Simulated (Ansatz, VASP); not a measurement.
Hf2SiO6 in VASP and in Ansatz

File INCAR:

```
ALGO = Normal ; EDIFF = 1E-7
EDIFFG = -0.01 ; ENCUT = 600
GGA = PE ; IBRION = 2
ISIF = 3 ; ISMEAR = 0
LASPH = T ; LCHARG = F
LREAL = F ; LWAVE = F
NELM = 60 ; NSW = 100
PREC = Accurate ; SIGMA = 0.02
```

Contents of KPOINTS:

```
k-points
0
Gamma
  6 6 4
```

File POSCAR:

```
Hf2SiO6
1.0
    2.9923979004     -4.8963151128      0.0000000000
    2.9923979004      4.8963151128      0.0000000000
    0.0000000000      0.0000000000      6.4243090557
Hf Si O
2 1 6
Direct
    0.5000000000      0.0000000000      0.3205440677
    0.0000000000      0.5000000000      0.6794559323
    0.5000000000      0.5000000000      0.0000000000
    0.7542993521      0.5614021058      0.8530201312
    0.2008164898      0.7991835102      0.5000000000
    0.5614021058      0.7542993521      0.1469798688
    0.2457006479      0.4385978942      0.8530201312
    0.7991835102      0.2008164898      0.5000000000
    0.4385978942      0.2457006479      0.1469798688
```

Input for Ansatz:

```yaml
crystal:
  lattice:
    - [2.9923979004, -4.8963151128, 0.0]
    - [2.9923979004, 4.8963151128, 0.0]
    - [0.0, 0.0, 6.4243090557]
  atoms:
    - { symbol: Hf, position: [0.5, 0.0, 0.3205440677] }
    - { symbol: Hf, position: [0.0, 0.5, 0.6794559323] }
    - { symbol: Si, position: [0.5, 0.5, 0.0] }
    - { symbol: O, position: [0.7542993521, 0.5614021058, 0.8530201312] }
    - { symbol: O, position: [0.2008164898, 0.7991835102, 0.5] }
    - { symbol: O, position: [0.5614021058, 0.7542993521, 0.1469798688] }
    - { symbol: O, position: [0.2457006479, 0.4385978942, 0.8530201312] }
    - { symbol: O, position: [0.7991835102, 0.2008164898, 0.5] }
    - { symbol: O, position: [0.4385978942, 0.2457006479, 0.1469798688] }
basis:
  ecutwfc: 420
kpoints:
  mp_grid: { grid: [6, 6, 4] }
hamiltonian:
  xc: pbe
scf:
  occupations: { method: gaussian, width: 0.02 }
output:
  forces: true
  stress: true
  eigenvalues: true
  write_density: true
  write_potential: true
  elf: true
  volumetric_format: npy
relax:
  adjacent_minimum: "off"
  f_tol: 0.01
  max_steps: 80
  cell: { stress_tol: 0.05 }
```

Alike in both runs: task relaxation of cell and atoms; functional PBE; k mesh 6 × 6 × 4; occupations gaussian, width 0.02 eV; no spin polarisation.

|  | VASP | Ansatz |
| --- | --- | --- |
| version | VASP 6.6.1 | Ansatz 0.2.0 |
| potentials or method | VASP PAW PBE potentials, release 64 (Hf_pv, Si, O), cutoff 600 eV | scalar-relativistic, plane waves, PAW |
| valence electrons in the cell | 60 | 92 |

```tsv
	VASP	Ansatz	Ansatz less VASP
gap on the k mesh at the Fermi level, each at its own relaxed structure (eV)	4.63	4.61	-0.023
relaxed volume (Å³/atom)	20.79	20.93	+0.135
relaxed length of the cell vector where the two differ most in proportion (Å)	5.727	5.740	+0.0123
```

VASP's potentials hold 60 valence electrons a cell and Ansatz's 92, so a difference there can come from the potentials and not from the codes.

Neither program's run includes spin-orbit coupling.
